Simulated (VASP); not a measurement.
Pt, 1 atom in the cell. It takes space group Fm-3m (No. 225, cubic). The conventional cell has a = 3.943 Å, b = 3.943 Å, c = 3.943 Å, α = 90.00°, β = 90.00°, γ = 90.00°. Pt (site symmetry m-3m) has 12 Pt at 2.79 Å within 3.7 Å. 

| Property | Result |
| --- | --- |
| Program | VASP 6.6.1 |
| Task | relaxation of cell and atoms |
| Functional | revPBE |
| Potentials or basis | VASP PAW PBE potentials, release 64 (Pt) |
| Cutoff | 600 eV |
| k mesh | 18 × 18 × 18 |
| Occupations | gaussian, width 0.1 eV |
| Spin | no spin polarisation |
| Dipole correction | no |
| Further INCAR settings | ALGO = Normal; EDIFF = 1e-07; IBRION = 2; EDIFFG = -0.005; NSW = 100; ISIF = 3 |

Potentials or basis: VASP PAW PBE potentials, release 64 (Pt).

Launch:

```console
$ cat potpaw_PBE.64/Pt/POTCAR > POTCAR
$ mpirun -np 1 vasp_std > vasp.out
```

Hardware: 1 thread of Intel(R) Xeon(R) 6975P-C (Granite Rapids), on a shared host.

Question: Estimate the wall time of this run.

Answer: It took 25 s on 1 thread of Intel(R) Xeon(R) 6975P-C (Granite Rapids), with other jobs on the host, peak memory 0.17 GiB. Counts: scf iterations 34, k points 195, ion steps 4.
